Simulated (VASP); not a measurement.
## Sb: single point with PBEsol

Crystal: Sb.

```
Sb
1.0
    -1.56766    1.56766    2.69666
     1.56766   -1.56766    2.69666
     1.56766    1.56766   -2.69666
Sb
1
Direct
  0.00000 0.00000 0.00000
```

| Property | Result |
| --- | --- |
| Program | VASP 6.6.1 |
| Task | single point |
| Functional | PBEsol |
| Potentials or basis | VASP PAW PBE potentials, release 64 (Sb_d_GW) |
| Cutoff | 500 eV |
| k mesh | 15 × 15 × 18 |
| Occupations | gaussian, width 0.05 eV |
| Spin | no spin polarisation |
| Dipole correction | no |
| Further INCAR settings | ALGO = Normal; EDIFF = 1e-06; NBANDS = 14 |

* Pressure: -0.1 GPa
* Band gap on the k mesh: zero (an odd number of electrons rules out a gap without spin polarisation)

Stress tensor (GPa, compression positive):
```
-0.02  0.00  0.00
 0.00 -0.02  0.00
 0.00  0.00 -0.36
```

Levels at points of the mesh, in eV from the Fermi level:
| k point | band 4 | band 5 | band 6 | band 7 | band 8 | band 9 | band 10 | band 11 | band 12 | band 13 |
| --- | --- | --- | --- | --- | --- | --- | --- | --- | --- | --- |
| (0.00, 0.00, 0.00) | -29.19 | -29.13 | -13.09 | 4.76 | 5.54 | 5.54 | 10.05 | 10.58 | 11.27 | 11.44 |
| (0.00, 0.00, 0.50) | -29.14 | -29.06 | -6.62 | -4.47 | -1.02 | 0.60 | 3.48 | 4.42 | 15.72 | 15.89 |

Run time: 4.2 min on 1 thread of Intel(R) Xeon(R) Platinum 8488C (Sapphire Rapids), with other jobs on the host, peak memory 0.52 GiB.

Caveat: the PAW data sets were made with another functional, which shifts forces and pressure a little; spin-orbit coupling is left out, which moves the levels of the heavy elements.
